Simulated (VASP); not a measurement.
The system is KMgF3.

```
K Mg F
1.0
     3.98024    0.00000    0.00000
     0.00000    3.98024    0.00000
     0.00000    0.00000    3.98024
K Mg F
1 1 3
Direct
  0.00000 0.00000 0.00000
  0.50000 0.50000 0.50000
  0.50000 0.50000 0.00000
  0.50000 0.00000 0.50000
  0.00000 0.50000 0.50000
```

Program: VASP 6.6.1. Alike in all runs: task single point; no spin polarisation; cell as given; k mesh 6 × 6 × 6; cutoff (eV) 520.

Task: Order these runs on this cell by their band gap on the k mesh, lowest first.
A. level PBE; potentials or basis VASP PAW PBE potentials, release 64 (K_sv, Mg, F); smearing fermi-dirac 0.02 eV
B. level r2SCAN; potentials or basis VASP PAW PBE potentials, release 64 (K_sv, Mg, F); smearing gaussian 0.01 eV
C. level LDA; potentials or basis VASP PAW LDA potentials, release 64 (K_sv, Mg, F); smearing gaussian 0.01 eV

Result: C (6.99 eV), A (7.34 eV), B (8.28 eV).

Caveats: the cell stands under tension (at least some runs).

A k mesh can miss the band edges.
